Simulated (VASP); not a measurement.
The system is Nb.

```
Nb
1.0
    -1.66395    1.66395    1.66395
     1.66395   -1.66395    1.66395
     1.66395    1.66395   -1.66395
Nb
1
Direct
  0.00000 0.00000 0.00000
```

```yaml
Program: VASP 6.6.1
Task: relaxation of cell and atoms
Functional: PBE
Potentials_or_basis: VASP PAW PBE potentials, release 64 (Nb_sv)
Cutoff: 600 eV
k_mesh: 14 × 14 × 14
Occupations: gaussian, width 0.1 eV
Spin: no spin polarisation
```

At the start: pressure -2.6 GPa; volume 18.43 Å³/atom.

Q: How do energy, volume and symmetry change on relaxing?

A: Over 3 steps the energy falls by 2.4 meV/atom and the volume is 18.14 Å³/atom (-1.6 %); space group Im-3m (No. 229, to 0.1 Å) before and after.

The path:
```
step  energy change (eV)  largest force (eV/Å)  pressure (GPa)  volume (Å³)
   1              0.0000                0.0000           -2.60        18.43
   2              0.0048                0.0000            4.78        17.64
   3             -0.0024                0.0000           -0.02        18.14
```

Final structure:
```
Nb
1.0
    -1.65511    1.65511    1.65511
     1.65511   -1.65511    1.65511
     1.65511    1.65511   -1.65511
Nb
1
Direct
  0.00000 0.00000 0.00000
```
